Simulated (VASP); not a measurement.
# Al5Ga3As5P3 (P1) in VASP: single point with PBEsol

Aim: the single point of Al5Ga3As5P3 with PBEsol.

All numbers are computed with VASP 6.6.1; they aren't measurements. Logs are shortened: lines on timing, memory, paths and dates and some standing lists are left out, and cuts for length are marked.

## Step 1: The cell of the first run

The typed cell holds 64 atoms: a = 11.178 Å, b = 11.178 Å, c = 11.178 Å, α = 90.00°, β = 90.00°, γ = 90.00°.

## Step 2: Single point, PBEsol

INCAR reads:

```
SYSTEM = Al5Ga3As5P3
ALGO = Normal
EDIFF = 1E-6
ENCUT = 520
GGA = PS
ISIF = 2
ISMEAR = -1
ISYM = 0
LASPH = .TRUE.
LCHARG = .FALSE.
LREAL = Auto
LWAVE = .FALSE.
NBANDS = 226
NELM = 80
PREC = Accurate
SIGMA = 0.05
```

KPOINTS reads:

```
Automatic mesh
0
Gamma
  1 1 1
  0.25 0.25 0.25
```

POSCAR reads:

```
Al5Ga3As5P3
1.0
   11.1777171335      0.0000000000      0.0000000000
    0.0000000000     11.1777171335      0.0000000000
    0.0000000000      0.0000000000     11.1777171335
Al Ga P As
20 12 12 20
Direct
    0.0048150000      0.9973400000      0.0028370000
    0.0015890000      0.9995770000      0.4983500000
    0.9984710000      0.5040060000      0.0029240000
    0.4962720000      0.9968750000      0.0029860000
    0.2491100000      0.2508090000      0.0060500000
    0.2558700000      0.7499470000      0.4984490000
    0.7488850000      0.2504840000      0.4981710000
    0.7559760000      0.7499630000      0.9998800000
    0.7489170000      0.7497910000      0.4989640000
    0.2521890000      0.0040400000      0.2474200000
    0.2491930000      0.9924700000      0.7503390000
    0.7522880000      0.9958740000      0.2457900000
    0.7486650000      0.0011660000      0.7512070000
    0.7525660000      0.5053220000      0.7545900000
    0.0008910000      0.2501800000      0.2423840000
    0.0014780000      0.2498680000      0.7504340000
    0.0019900000      0.7495790000      0.2434430000
    0.4923800000      0.2499720000      0.2500890000
    0.4959070000      0.2534170000      0.7473650000
    0.4929530000      0.7491000000      0.2494090000
    0.0022610000      0.5006970000      0.4991150000
    0.4930250000      0.0009700000      0.4991530000
    0.4965250000      0.4978270000      0.0036140000
    0.4938420000      0.5007640000      0.4990430000
    0.2556120000      0.2505110000      0.4988020000
    0.2461620000      0.7523990000      0.0032830000
    0.7524910000      0.2536360000      0.0037810000
    0.2519090000      0.5046200000      0.2470370000
    0.2524990000      0.4968200000      0.7480000000
    0.7516130000      0.4964050000      0.2478320000
    0.0026400000      0.7497160000      0.7577830000
    0.4966520000      0.7536000000      0.7478570000
    0.1262710000      0.1244970000      0.1247630000
    0.1258480000      0.6254490000      0.1239660000
    0.3724230000      0.3761590000      0.1267110000
    0.3741440000      0.3759370000      0.6226520000
    0.3718070000      0.8749010000      0.1260180000
    0.3741090000      0.8749080000      0.6237100000
    0.8765160000      0.3768960000      0.1242020000
    0.8782760000      0.8742280000      0.1231770000
    0.3733400000      0.1250860000      0.3744840000
    0.3739060000      0.6244100000      0.3738230000
    0.8776630000      0.6265000000      0.8777450000
    0.1257790000      0.8740350000      0.8779260000
    0.1282160000      0.1242000000      0.6245820000
    0.1273940000      0.6264620000      0.6261140000
    0.6235940000      0.1255740000      0.1260310000
    0.6220960000      0.1255070000      0.6239310000
    0.6252980000      0.6254710000      0.1252290000
    0.6223290000      0.6251690000      0.6252670000
    0.8747720000      0.3765640000      0.6256550000
    0.8766110000      0.8739350000      0.6274840000
    0.3723310000      0.1245200000      0.8756320000
    0.3729740000      0.6262810000      0.8760520000
    0.8758230000      0.1251980000      0.3713490000
    0.8767550000      0.1244560000      0.8782560000
    0.8762360000      0.6251820000      0.3721000000
    0.1272990000      0.3748030000      0.3715460000
    0.1249600000      0.3763090000      0.8777970000
    0.1279850000      0.8744890000      0.3719140000
    0.6210990000      0.3750930000      0.3734800000
    0.6244400000      0.3759820000      0.8760610000
    0.6213590000      0.8753560000      0.3734380000
    0.6246560000      0.8741320000      0.8768610000
```

Potentials or basis: VASP PAW PBE potentials, release 64 (Al, Ga_d, P, As).

Started as:

```console
$ cat potpaw_PBE.64/Al/POTCAR potpaw_PBE.64/Ga_d/POTCAR potpaw_PBE.64/P/POTCAR potpaw_PBE.64/As/POTCAR > POTCAR
$ mpirun -np 1 vasp_std > vasp.out
```

OUTCAR:

```text
SYSTEM = Al5Ga3As5P3
   EDIFF = 1E-6
   ENCUT = 520
   GGA = PS
   ISIF = 2
   ISMEAR = -1
   ISYM = 0
   LASPH = .TRUE.
   LREAL = Auto
   NELM = 80
   PREC = Accurate

 ion  position               nearest neighbor table
   1  0.005  0.997  0.003-  44 2.38  40 2.39  33 2.39  56 2.45
   2  0.002  1.000  0.498-  45 2.44  60 2.44  55 2.44  52 2.45
   3  0.998  0.504  0.003-  43 2.38  34 2.39  39 2.39  59 2.45
   4  0.496  0.997  0.003-  37 2.38  64 2.43  53 2.45  47 2.45
   5  0.249  0.251  0.006-  33 2.37  35 2.38  59 2.44  53 2.45
   6  0.256  0.750  0.498-  42 2.38  38 2.38  60 2.45  46 2.45
[... 56 lines left out ...]
  63  0.621  0.875  0.373-   9 2.44  20 2.44  12 2.45  22 2.45
  64  0.625  0.874  0.877-  13 2.43   4 2.43  32 2.44   8 2.44

IMPORTANT INFORMATION: All symmetrisations will be switched off!
NOSYMM: (Re-)initialisation of all symmetry stuff for point group C_1.

----------------------------------------------------------------------------------------

                                     Primitive cell

  volume of cell :    1396.5592

  direct lattice vectors                    reciprocal lattice vectors
    11.177717133  0.000000000  0.000000000     0.089463706  0.000000000  0.000000000
     0.000000000 11.177717133  0.000000000     0.000000000  0.089463706  0.000000000
     0.000000000  0.000000000 11.177717133     0.000000000  0.000000000  0.089463706

  length of vectors
    11.177717133 11.177717133 11.177717133     0.089463706  0.089463706  0.089463706

  position of ions in fractional coordinates (direct lattice)
     0.004815000  0.997340000  0.002837000
     0.001589000  0.999577000  0.498350000
     0.998471000  0.504006000  0.002924000
     0.496272000  0.996875000  0.002986000
     0.249110000  0.250809000  0.006050000
     0.255870000  0.749947000  0.498449000
[... 56 lines left out ...]
     0.621359000  0.875356000  0.373438000
     0.624656000  0.874132000  0.876861000

  ion indices of the primitive-cell ions
   primitive index   ion index
                 1           1
                 2           2
                 3           3
                 4           4
                 5           5
                 6           6
[... 56 lines left out ...]
                63          63
                64          64

----------------------------------------------------------------------------------------

 KPOINTS: Automatic mesh

Automatic generation of k-mesh.
 Grid dimensions read from file:
 generate k-points for:    1    1    1

 Generating k-lattice:

  Cartesian coordinates                     Fractional coordinates (reciprocal lattice)
     0.089463706  0.000000000  0.000000000     1.000000000  0.000000000  0.000000000
     0.000000000  0.089463706  0.000000000     0.000000000  1.000000000  0.000000000
     0.000000000  0.000000000  0.089463706     0.000000000  0.000000000  1.000000000

  Length of vectors
     0.089463706  0.089463706  0.089463706

  Shift w.r.t. Gamma in fractional coordinates (k-lattice)
     0.250000000  0.250000000  0.250000000

 Subroutine IBZKPT returns following result:
 ===========================================

 Found      4 irreducible k-points:

 Following reciprocal coordinates:
            Coordinates               Weight
  0.250000  0.250000  0.250000      2.000000
 -0.250000  0.250000  0.250000      2.000000
 -0.250000 -0.250000  0.250000      2.000000
  0.250000 -0.250000  0.250000      2.000000
   k-points           NKPTS =      4   k-points in BZ     NKDIM =      4   number of bands    NBANDS=    226
   number of dos      NEDOS =    301   number of ions     NIONS =     64
   total plane-waves  NPLWV = 592704
   dimension x,y,z NGX =    84 NGY =   84 NGZ =   84
   dimension x,y,z NGXF=   168 NGYF=  168 NGZF=  168
   ions per type =              20  12  12  20
   NGX,Y,Z   is equivalent  to a cutoff of  12.49, 12.49, 12.49 a.u.
   NGXF,Y,Z  is equivalent  to a cutoff of  24.99, 24.99, 24.99 a.u.
 SYSTEM =  Al5Ga3As5P3
   PREC   = accura    normal or accurate (medium, high low for compatibility)
   ISTART =      0    job   : 0-new  1-cont  2-samecut
   ICHARG =      2    charge: 1-file 2-atom 10-const
   ISPIN  =      1    spin polarized calculation?
   LNONCOLLINEAR =      F non collinear calculations
   LSORBIT =      F    spin-orbit coupling
   LASPH  =      T    aspherical Exc in radial PAW
   ENCUT  =  520.0 eV  38.22 Ry    6.18 a.u.  20.78 20.78 20.78*2*pi/ulx,y,z
   NELM   =     80;   NELMIN=  2; NELMDL= -5     # of ELM steps
   EDIFF  = 0.1E-05   stopping-criterion for ELM
   LREAL  =      T    real-space projection
   EDIFFG = 0.1E-04   stopping-criterion for IOM
   NSW    =      0    number of steps for IOM
   IBRION =     -1    ionic relax: 0-MD 1-quasi-New 2-CG
   NFREE  =      0    steps in history (QN), initial steepest desc. (CG)
   ISIF   =      2    stress and relaxation
   ISYM   =      0    0-nonsym 1-usesym 2-fastsym
   POTIM  = 0.5000    time-step for ionic-motion
   TEBEG  =    0.0;   TEEND  =   0.0 temperature during run
   PSTRESS=    0.0 pullay stress
   NELECT =     376.0000    total number of electrons
   NUPDOWN=      -1.0000    fix difference up-down
   EMIN   =  10.00;   EMAX   =-10.00  energy-range for DOS
   EFERMI =   0.00;   METHOD = LEGACY
   ISMEAR =    -1;   SIGMA  =   0.05  broadening in eV -4-tet -1-fermi 0-gaus
   EFERMI_NEDOS =   21; number of points for ismear=-14 and -15
   IALGO  =     38    algorithm
   IMIX   =      4    mixing-type and parameters
     AMIX     =   0.40;   BMIX     =  1.00
     AMIX_MAG =   1.60;   BMIX_MAG =  1.00
  volume/ion in A,a.u.               =      21.82       147.26
  Fermi-wavevector in a.u.,A,eV,Ry     =   1.057104  1.997637 15.204083  1.117469
  Thomas-Fermi vector in A             =   2.192364
   LORBIT       =      0    0 simple, 1 ext, 2 COOP (PROOUT), +10 PAW based schemes
   GGA     = PS    functional components
   LHFCALC =     F    Hartree Fock is set to
   AEXX    =    0.0000 exact exchange contribution
   IVDW    =     0    specifies the selected vdW correction
   LEPSILON=     F    determine dielectric tensor
   LRPA    =     F    only Hartree local field effects (RPA)
 non-spin polarized calculation
  energy-cutoff  :      520.00
  volume of cell :     1396.56
 maximum number of plane-waves:     37608
   NGX = 41   NGY = 41   NGZ = 41

 number of electron     375.9999991 magnetization

 Free energy of the ion-electron system (eV)
  ---------------------------------------------------
  ext. energy  EPLUGINS =         0.00000000
  ---------------------------------------------------
  free energy    TOTEN  =      -320.53562858 eV

  energy without entropy =     -320.53562850  energy(sigma->0) =     -320.53562854

 E-fermi :   4.8042     XC(G=0):  -9.4736

 val. band max:        3.9094097370   @ k =  -0.2500  -0.2500   0.2500
 cond. band min:       5.6865708081   @ k =  -0.2500   0.2500   0.2500
 fundamental gap:      1.7771610711
 Fermi energy:         4.8041809449

 k-point     1 :       0.2500    0.2500    0.2500
  band No.  band energies     occupation
      1     -10.4702      2.00000
      2     -10.4673      2.00000
      3     -10.4622      2.00000
      4     -10.4600      2.00000
      5     -10.4534      2.00000
      6     -10.4513      2.00000
[... 192 lines left out ...]
    199       6.6584      0.00000
    200       6.6869      0.00000

 k-point     2 :      -0.2500    0.2500    0.2500
  band No.  band energies     occupation
      1     -10.4703      2.00000
      2     -10.4673      2.00000
      3     -10.4622      2.00000
      4     -10.4600      2.00000
      5     -10.4534      2.00000
      6     -10.4514      2.00000
[... 192 lines left out ...]
    199       6.6406      0.00000
    200       6.6854      0.00000

 k-point     3 :      -0.2500   -0.2500    0.2500
  band No.  band energies     occupation
      1     -10.4702      2.00000
      2     -10.4674      2.00000
      3     -10.4622      2.00000
      4     -10.4601      2.00000
      5     -10.4534      2.00000
      6     -10.4514      2.00000
[... 192 lines left out ...]
    199       6.6399      0.00000
    200       6.6753      0.00000

 k-point     4 :       0.2500   -0.2500    0.2500
  band No.  band energies     occupation
      1     -10.4702      2.00000
      2     -10.4674      2.00000
      3     -10.4622      2.00000
      4     -10.4601      2.00000
      5     -10.4533      2.00000
      6     -10.4513      2.00000
[... 192 lines left out ...]
    199       6.6087      0.00000
    200       6.6784      0.00000
 [bands above 200 left out]

------------------------ aborting loop because EDIFF is reached ----------------------------------------

  FORCE on cell =-STRESS in cart. coord.  units (eV):
  Direction    XX          YY          ZZ          XY          YZ          ZX
  --------------------------------------------------------------------------------------
  -------------------------------------------------------------------------------------
  Total        1.4616919      1.2214949      1.3059350     -0.1672563     -0.0873192      0.0019400
  in kB        1.6768997      1.4013380      1.4982104     -0.1918817     -0.1001753      0.0022257
  external PRESSURE =       1.5254827 kB  Pullay stress =       0.0000000 kB

 VOLUME and BASIS-vectors are now :
 -----------------------------------------------------------------------------
  energy-cutoff  :      520.00
  volume of cell :     1396.56
      direct lattice vectors                 reciprocal lattice vectors
    11.177717133  0.000000000  0.000000000     0.089463706  0.000000000  0.000000000
     0.000000000 11.177717133  0.000000000     0.000000000  0.089463706  0.000000000
     0.000000000  0.000000000 11.177717133     0.000000000  0.000000000  0.089463706

 POSITION                                       TOTAL-FORCE (eV/Angst)
 -----------------------------------------------------------------------------------
      0.05382     11.14798      0.03171         0.018808      0.004194      0.019622
      0.01776     11.17299      5.57042        -0.001010     -0.007498      0.019343
     11.16063      5.63364      0.03268        -0.003383      0.016457      0.015457
      5.54719     11.14279      0.03338        -0.000211      0.002228      0.019326
      2.78448      2.80347      0.06763         0.003786     -0.011570      0.017012
      2.86004      8.38270      5.57152         0.027042     -0.008957      0.019800
[... 56 lines left out ...]
      6.94538      9.78448      4.17418        -0.009801     -0.007171      0.009060
      6.98223      9.77080      9.80130        -0.022148     -0.018836     -0.021829
 -----------------------------------------------------------------------------------
    total drift:                               -0.000851      0.018039      0.016603

  FREE ENERGIE OF THE ION-ELECTRON SYSTEM (eV)
  ---------------------------------------------------
  free  energy   TOTEN  =      -320.5356285811 eV

  energy  without entropy=     -320.5356284958  energy(sigma->0) =     -320.53562854
```

Run time: 32 min. Hardware: 1 thread of Intel Xeon Platinum 8375C at 2.90GHz (Ice Lake), shared host; peak memory 1.6 GiB.

What came out:

```yaml
Free_energy: -320.5356 eV
Pressure: 0.2 GPa
Largest_force: 0.045 eV/Å
Band_gap_on_the_k_mesh: 1.78 eV
```

Forces in eV/Å, atoms in the order of the input:
```
Al   0.019  0.004  0.020
Al  -0.001 -0.007  0.019
Al  -0.003  0.016  0.015
Al   0.000  0.002  0.019
Al   0.004 -0.012  0.017
Al   0.027 -0.009  0.020
Al   0.000  0.009  0.004
Al   0.030 -0.005  0.013
Al   0.004  0.020  0.031
Al   0.019  0.009  0.001
Al   0.027 -0.003  0.025
Al   0.016  0.003 -0.006
Al   0.009 -0.014  0.003
Al   0.015  0.008  0.016
Al   0.004 -0.002 -0.022
Al   0.005  0.002  0.016
Al   0.017  0.003 -0.013
Al  -0.011  0.000  0.014
Al  -0.012  0.014 -0.004
Al  -0.008  0.006  0.007
Ga  -0.006 -0.001  0.003
Ga  -0.023 -0.005 -0.004
Ga  -0.007 -0.007  0.006
Ga  -0.021 -0.008 -0.014
Ga   0.016 -0.006 -0.017
Ga   0.004  0.007  0.001
Ga   0.003 -0.004 -0.008
Ga   0.006 -0.013 -0.015
Ga   0.008 -0.013 -0.029
Ga   0.016 -0.011 -0.025
Ga  -0.023 -0.015  0.020
Ga  -0.022  0.013 -0.017
P   -0.014 -0.014 -0.008
P    0.002  0.021  0.013
P   -0.010  0.019  0.015
P    0.026 -0.007  0.004
P   -0.033 -0.011 -0.018
P    0.020  0.008  0.006
P   -0.010 -0.009 -0.006
P   -0.009 -0.012 -0.029
P    0.011  0.012 -0.004
P   -0.015  0.000 -0.004
P    0.006  0.019 -0.007
P   -0.021 -0.016  0.005
As  -0.008  0.002 -0.015
As  -0.010  0.013 -0.005
As  -0.010 -0.006 -0.008
As  -0.029 -0.007 -0.022
As  -0.012  0.000 -0.008
As  -0.010 -0.014 -0.004
As  -0.012  0.004  0.002
As   0.002  0.001 -0.018
As  -0.005 -0.018 -0.003
As   0.015  0.002  0.013
As   0.001 -0.008  0.001
As   0.004  0.010  0.013
As  -0.003 -0.013 -0.020
As   0.026  0.032  0.018
As  -0.002  0.005  0.001
As  -0.010 -0.006 -0.016
As   0.015  0.014  0.025
As   0.012  0.020 -0.003
As  -0.010 -0.007  0.009
As  -0.022 -0.019 -0.022
```

Caveat: the PAW data sets were made with another functional, which shifts forces and pressure a little; a shifted mesh leaves out Γ, where band edges can lie. A k mesh can miss the band edges.
